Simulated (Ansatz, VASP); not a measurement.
SiGe4 in VASP and in Ansatz

```
Si Ge
1.0
     2.98071    0.00000    0.00000
    -1.49035    2.58137    0.00000
     0.00000    0.00000   24.03550
Si Ge
2 8
Direct
  0.33333 0.66667 0.75000
  0.66667 0.33333 0.25000
  0.33333 0.66667 0.94895
  0.33333 0.66667 0.15710
  0.33333 0.66667 0.34290
  0.33333 0.66667 0.55105
  0.66667 0.33333 0.05105
  0.66667 0.33333 0.44895
  0.66667 0.33333 0.65710
  0.66667 0.33333 0.84290
```

Alike in both runs: functional PBE; k mesh 12 × 12 × 2; occupations gaussian, width 0.1 eV; no spin polarisation.

Ansatz relaxed the structure, and its values are those at the end. VASP's run is a single point on that final structure, the one shown.

|  | VASP | Ansatz |
| --- | --- | --- |
| version | VASP 6.6.1 | Ansatz 0.2.0 |
| potentials or method | VASP PAW PBE potentials, release 64 (Si, Ge_d), cutoff 520 eV | scalar-relativistic, plane waves, PAW |
| valence electrons in the cell | 120 | 120 |

Ansatz gave:

- gap on the k mesh at the Fermi level (eV): none
- pressure (GPa): 0.0

Question: What did VASP give for the same quantities?

Answer: gap on the k mesh at the Fermi level (eV): none; pressure (GPa): -1.0.

A gap of «none» marks a metal or a gap that the smearing closes.
